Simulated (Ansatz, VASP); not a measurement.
# Two plane-wave programs on CaSe

```
Ca Se
1.0
     0.00000    2.58050    2.58050
     2.58050    0.00000    2.58050
     2.58050    2.58050    0.00000
Ca Se
1 1
Direct
  0.00000 0.00000 0.00000
  0.50000 0.50000 0.50000
```

Change from the starting cell: volume scaled by 0.65, PAW files.

Alike in both runs: task single point; functional PBE; k mesh 12 × 12 × 12; occupations fermi-dirac, width 0.08 eV; no spin polarisation.

|  | VASP | Ansatz |
| --- | --- | --- |
| version | VASP 6.6.1 | Ansatz 0.2.0 |
| potentials or method | VASP PAW PBE potentials, release 64 (Ca_sv, Se) | PAW with Ansatz's default frozen-core files, scalar-relativistic |
| plane-wave cutoff (eV) | 520 | 420 |
| valence electrons in the cell | 16 | 26 |

|  | VASP | Ansatz | Ansatz less VASP |
| --- | --- | --- | --- |
| pressure (GPa) | 50.2 | 49.4 | -0.81 |

Both programs put the cell under a high pressure, so it lies far from rest at this level. VASP's potentials hold 16 valence electrons a cell and Ansatz's 26, so a difference there can come from the potentials and not from the codes.
